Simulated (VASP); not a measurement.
# Cd2HgO3 (I4/mmm) in VASP: single point with PBE

Aim: the single point of Cd2HgO3 with PBE.

Program: VASP 6.6.1. These are calculated values, not measurements. Logs are shortened: lines on timing, memory, paths and dates and some standing lists are left out, and cuts for length are marked.

**1. The cell of the first run**

The structure is tetragonal, space group I4/mmm (No. 139). The conventional cell has a = 3.396 Å, b = 3.396 Å, c = 14.590 Å, α = 90.00°, β = 90.00°, γ = 90.00°. Within 3.1 Å of Cd (site symmetry 4mm) lie 6 O at 2.37 to 2.44 Å. Within 3.2 Å of Hg (site symmetry 4/mmm) lie 6 O at 2.40 to 2.48 Å. Within 3.2 Å of O (site symmetry 4/mmm) lie 4 Hg at 2.40 Å and 2 Cd at 2.44 Å. O (site symmetry 4mm) has 5 Cd at 2.37 to 2.40 Å and 1 Hg at 2.48 Å within 3.1 Å.

**2. Single point, PBE**

INCAR

```
SYSTEM = Cd2HgO3
PREC = Accurate
ENCUT = 520
EDIFF = 1E-6
ISMEAR = 0
SIGMA = 0.1
LREAL = .False.
LASPH = .True.
NELM = 60
ALGO = Normal
ISIF = 2
LWAVE = .False.
LCHARG = .True.
GGA = PE
LELF = .True.
LVHAR = .True.
NBANDS = 36
```

KPOINTS

```
regular mesh
0
Gamma
  16 16 16
  0 0 0
```

POSCAR

```
Cd2HgO3
1.0
   -1.6980820789      1.6980820789      7.2950452911
    1.6980820789     -1.6980820789      7.2950452911
    1.6980820789      1.6980820789     -7.2950452911
Cd Hg O
2 1 3
Direct
    0.8326008916      0.8326008916      0.0000000000
    0.1673991084      0.1673991084      0.0000000000
    0.5000000000      0.5000000000      0.0000000000
    0.0000000000      0.0000000000      0.0000000000
    0.6701033803      0.6701033803      0.0000000000
    0.3298966197      0.3298966197      0.0000000000
```

Potentials or basis: VASP PAW PBE potentials, release 64 (Cd, Hg, O).

On the command line:

```bash
> cat potpaw_PBE.64/Cd/POTCAR potpaw_PBE.64/Hg/POTCAR potpaw_PBE.64/O/POTCAR > POTCAR
> mpirun -np 1 vasp_std > vasp.out
```

OUTCAR:

```text
SYSTEM = Cd2HgO3
   PREC = Accurate
   ENCUT = 520
   EDIFF = 1E-6
   ISMEAR = 0
   LREAL = .False.
   LASPH = .True.
   NELM = 60
   ISIF = 2
   GGA = PE

 ion  position               nearest neighbor table
   1  0.833  0.833  0.000-   5 2.37   6 2.40   6 2.40   6 2.40   6 2.40   4 2.44   2 3.40   2 3.40
                             2 3.40   2 3.40   3 3.43   3 3.43   3 3.43   3 3.43
   2  0.167  0.167  0.000-   6 2.37   5 2.40   5 2.40   5 2.40   5 2.40   4 2.44   1 3.40   1 3.40
                             1 3.40   1 3.40   3 3.43   3 3.43   3 3.43   3 3.43
   3  0.500  0.500  0.000-   4 2.40   4 2.40   4 2.40   4 2.40   6 2.48   5 2.48   2 3.43   1 3.43
                             2 3.43   1 3.43   2 3.43   1 3.43   1 3.43   2 3.43
   4  0.000  0.000  0.000-   3 2.40   3 2.40   3 2.40   3 2.40   2 2.44   1 2.44
   5  0.670  0.670  0.000-   1 2.37   2 2.40   2 2.40   2 2.40   2 2.40   3 2.48
   6  0.330  0.330  0.000-   2 2.37   1 2.40   1 2.40   1 2.40   1 2.40   3 2.48

  LATTYP: Found a body centered tetragonal cell.
 ALAT       =     3.3961641578
 C/A-ratio  =     4.2960498681

  Lattice vectors:

 A1 = (  -1.6980820789,   1.6980820789,   7.2950452911)
 A2 = (   1.6980820789,  -1.6980820789,   7.2950452911)
 A3 = (   1.6980820789,   1.6980820789,  -7.2950452911)

Analysis of symmetry for initial positions (statically):
=====================================================================
 Subroutine PRICEL returns:
 Original cell was already a primitive cell.

 Routine SETGRP: Setting up the symmetry group for a
 body centered tetragonal supercell.

 Subroutine GETGRP returns: Found 16 space group operations
 (whereof 16 operations were pure point group operations)
 out of a pool of 16 trial point group operations.

The static configuration has the point symmetry D_4h.

Analysis of symmetry for dynamics (positions and initial velocities):
=====================================================================
 Subroutine PRICEL returns:
 Original cell was already a primitive cell.

 Routine SETGRP: Setting up the symmetry group for a
 body centered tetragonal supercell.

 Subroutine GETGRP returns: Found 16 space group operations
 (whereof 16 operations were pure point group operations)
 out of a pool of 16 trial point group operations.

The dynamic configuration has the point symmetry D_4h.

 Subroutine INISYM returns: Found 16 space group operations
 (whereof 16 operations are pure point group operations),
 and found     1 'primitive' translations

----------------------------------------------------------------------------------------
[... 107 lines left out ...]
   ISIF   =      2    stress and relaxation
   ISYM   =      2    0-nonsym 1-usesym 2-fastsym
   POTIM  = 0.5000    time-step for ionic-motion
   TEBEG  =    0.0;   TEEND  =   0.0 temperature during run
   PSTRESS=    0.0 pullay stress
   NELECT =      54.0000    total number of electrons
   NUPDOWN=      -1.0000    fix difference up-down
   EMIN   =  10.00;   EMAX   =-10.00  energy-range for DOS
   EFERMI =   0.00;   METHOD = LEGACY
   ISMEAR =     0;   SIGMA  =   0.10  broadening in eV -4-tet -1-fermi 0-gaus
   EFERMI_NEDOS =   21; number of points for ismear=-14 and -15
   IALGO  =     38    algorithm
   IMIX   =      4    mixing-type and parameters
     AMIX     =   0.40;   BMIX     =  1.00
     AMIX_MAG =   1.60;   BMIX_MAG =  1.00
  volume/ion in A,a.u.               =      14.02        94.63
  Fermi-wavevector in a.u.,A,eV,Ry     =   1.412118  2.668516 27.131066  1.994077
  Thomas-Fermi vector in A             =   2.533899
   LORBIT       =      0    0 simple, 1 ext, 2 COOP (PROOUT), +10 PAW based schemes
   GGA     = PE    functional components
   LHFCALC =     F    Hartree Fock is set to
   AEXX    =    0.0000 exact exchange contribution
   IVDW    =     0    specifies the selected vdW correction
   LEPSILON=     F    determine dielectric tensor
   LRPA    =     F    only Hartree local field effects (RPA)
 non-spin polarized calculation
 Gauss-broadening in eV      SIGMA  =   0.10
  energy-cutoff  :      520.00
  volume of cell :       84.14
 maximum number of plane-waves:      2288
 NGX is ok and might be reduce to    60
   NGX = 29   NGY = 29   NGZ = 29

 number of electron      53.9999996 magnetization

 Free energy of the ion-electron system (eV)
  ---------------------------------------------------
  ext. energy  EPLUGINS =         0.00000000
  ---------------------------------------------------
  free energy    TOTEN  =       -20.79592624 eV

  energy without entropy =      -20.79278306  energy(sigma->0) =      -20.79435465

 E-fermi :   2.0128     XC(G=0): -11.3780

 val. band max:        1.9815513978   @ k =  -0.2500   0.3125   0.1875
 cond. band min:       2.0279733988   @ k =  -0.2500  -0.2500   0.1875
 fundamental gap:      0.0464220010
 Fermi energy:         2.0127681458

 k-point     1 :       0.0000    0.0000    0.0000
  band No.  band energies     occupation
      1     -15.5061      2.00000
      2     -15.0025      2.00000
      3     -14.7648      2.00000
      4      -5.2471      2.00000
      5      -5.0810      2.00000
      6      -4.9561      2.00000
[... 925 lines left out ...]
     35      14.2353      0.00000
     36      14.4929      0.00000

 [... further k-points ...]

------------------------ aborting loop because EDIFF is reached ----------------------------------------

  FORCE on cell =-STRESS in cart. coord.  units (eV):
  Direction    XX          YY          ZZ          XY          YZ          ZX
  --------------------------------------------------------------------------------------
  -------------------------------------------------------------------------------------
  Total        0.5869048      0.5869048      0.5440677      0.0000000      0.0000000     -0.0000000
  in kB       11.1756531     11.1756531     10.3599628      0.0000000      0.0000000     -0.0000000
  external PRESSURE =      10.9037564 kB  Pullay stress =       0.0000000 kB

 VOLUME and BASIS-vectors are now :
 -----------------------------------------------------------------------------
  energy-cutoff  :      520.00
  volume of cell :       84.14
      direct lattice vectors                 reciprocal lattice vectors
    -1.698082079  1.698082079  7.295045291     0.000000000  0.294449842  0.068539670
     1.698082079 -1.698082079  7.295045291     0.294449842  0.000000000  0.068539670
     1.698082079  1.698082079 -7.295045291     0.294449842  0.294449842  0.000000000

 POSITION                                       TOTAL-FORCE (eV/Angst)
 -----------------------------------------------------------------------------------
      0.00000      0.00000     12.14772         0.000000      0.000000      0.016357
      0.00000      0.00000      2.44237        -0.000000     -0.000000     -0.016357
      0.00000      0.00000      7.29505         0.000000      0.000000      0.000000
      0.00000      0.00000      0.00000         0.000000      0.000000      0.000000
      0.00000      0.00000      9.77687        -0.000000     -0.000000     -0.008419
      0.00000      0.00000      4.81322        -0.000000     -0.000000      0.008419
 -----------------------------------------------------------------------------------
    total drift:                                0.000000      0.000000     -0.000000

  FREE ENERGIE OF THE ION-ELECTRON SYSTEM (eV)
  ---------------------------------------------------
  free  energy   TOTEN  =       -20.7959262413 eV

  energy  without entropy=      -20.7927830590  energy(sigma->0) =      -20.79435465
```

OSZICAR:

```text
N       E                     dE             d eps       ncg     rms          rms(c)
DAV:   1     0.464600563409E+03    0.46460E+03   -0.28976E+04 25128   0.152E+03
DAV:   2     0.233251003081E+01   -0.46227E+03   -0.44089E+03 26908   0.404E+02
DAV:   3    -0.259167998866E+02   -0.28249E+02   -0.27923E+02 29192   0.105E+02
DAV:   4    -0.261626122104E+02   -0.24581E+00   -0.24547E+00 27072   0.999E+00
DAV:   5    -0.261635445854E+02   -0.93237E-03   -0.93229E-03 27740   0.582E-01    0.175E+01
DAV:   6    -0.208771972212E+02    0.52863E+01   -0.17118E+01 36844   0.540E+01    0.153E+01
DAV:   7    -0.208901166961E+02   -0.12919E-01   -0.37085E+00 25600   0.133E+01    0.853E+00
DAV:   8    -0.208403695207E+02    0.49747E-01   -0.77263E-01 26696   0.560E+00    0.212E+00
DAV:   9    -0.207958950694E+02    0.44474E-01   -0.10014E-01 30940   0.265E+00    0.499E-01
DAV:  10    -0.207962768195E+02   -0.38175E-03   -0.15188E-02 26368   0.813E-01    0.236E-01
DAV:  11    -0.207959564291E+02    0.32039E-03   -0.13474E-03 28112   0.214E-01    0.134E-01
DAV:  12    -0.207959368029E+02    0.19626E-04   -0.10113E-03 26960   0.178E-01    0.598E-02
DAV:  13    -0.207959261015E+02    0.10701E-04   -0.70270E-05 27044   0.576E-02    0.129E-02
DAV:  14    -0.207959265068E+02   -0.40525E-06   -0.11611E-05 26676   0.215E-02    0.783E-03
DAV:  15    -0.207959262413E+02    0.26547E-06   -0.12931E-06 14856   0.985E-03
   1 F= -.20795926E+02 E0= -.20794355E+02  d E =-.314318E-02
```

stdout:

```text
POSCAR found type information on POSCAR CdHgO
 POSCAR found :  3 types and       6 ions
 scaLAPACK will be used
 LDA part: xc-table for (Slater+PW92), standard interpolation
 POSCAR, INCAR and KPOINTS ok, starting setup
 FFT: planning ... GRIDC
 FFT: planning ... GRID_SOFT
 FFT: planning ... GRID
 WAVECAR not read
 entering main loop
```

Run time: 27 min. Hardware: 1 thread of Intel Xeon 6975P-C (Granite Rapids), shared host; peak memory 1.2 GiB.

What came out:

```yaml
Free_energy: -20.7959 eV
Pressure: 1.1 GPa
Largest_force: 0.016 eV/Å
Band_gap_on_the_k_mesh: zero (bands 27 and 28 overlap by 1.59 eV)
```

Forces on the atoms (eV/Å):
```
Cd   0.000  0.000  0.016
Cd   0.000  0.000 -0.016
Hg   0.000  0.000  0.000
O    0.000  0.000  0.000
O    0.000  0.000 -0.008
O    0.000  0.000  0.008
```

Stress tensor (GPa, compression positive):
```
1.12 0.00 0.00
0.00 1.12 0.00
0.00 0.00 1.04
```

Caveat: spin-orbit coupling is left out, which moves the levels of the heavy elements.

The gap in the log of VASP goes by the Fermi energy; the results here count the filled bands.